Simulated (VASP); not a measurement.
Set up this calculation in VASP 6.6.1, as the native input.

```yaml
Task: single point
Functional: PBE
Potentials_or_basis: VASP PAW PBE potentials, release 64 (Lu)
Cutoff: 520 eV
k_mesh: 11 × 11 × 11
Occupations: fermi-dirac, width 0.05 eV
Spin: no spin polarisation
Dipole_correction: no
Further_INCAR_settings: ALGO = Normal; EDIFF = 1e-07; NBANDS = 32
```

The structure of Lu lies in POSCAR:

```
Lu
1.0
    0.0000000000      3.1806696848      3.1806696848
    3.1806696848      0.0000000000      3.1806696848
    3.1806696848      3.1806696848      0.0000000000
Lu
2
Direct
   -0.1250000000     -0.1250000000     -0.1250000000
    0.1250000000      0.1250000000      0.1250000000
```

This isn't the form of Lu at room conditions, which is hcp.

These files were run (other wordings do the same):

INCAR

```
SYSTEM = Lu
PREC = Accurate ; ENCUT = 520
EDIFF = 1E-7 ; ISMEAR = -1
SIGMA = 0.05 ; LREAL = .False.
LASPH = .True. ; NELM = 60
ALGO = Normal ; ISIF = 2
LWAVE = .False. ; LCHARG = .False.
GGA = PE ; NBANDS = 32
```

KPOINTS

```
Automatic mesh
0
Gamma
  11 11 11
  0 0 0
```

Potentials or basis: VASP PAW PBE potentials, release 64 (Lu).

Command:

```console
$ cat potpaw_PBE.64/Lu/POTCAR > POTCAR
$ mpirun -np 1 vasp_std > vasp.out
```

Results of the run:

```
Pressure               : 6.9 GPa
Band gap on the k mesh : zero (bands 25 and 26 overlap by 0.83 eV)
```

Caveat: the cell stands under pressure; spin-orbit coupling is left out, which moves the levels of the heavy elements.

It took 3.9 min on 1 thread of AMD EPYC 7R13 (shared host), peak memory 0.27 GiB.
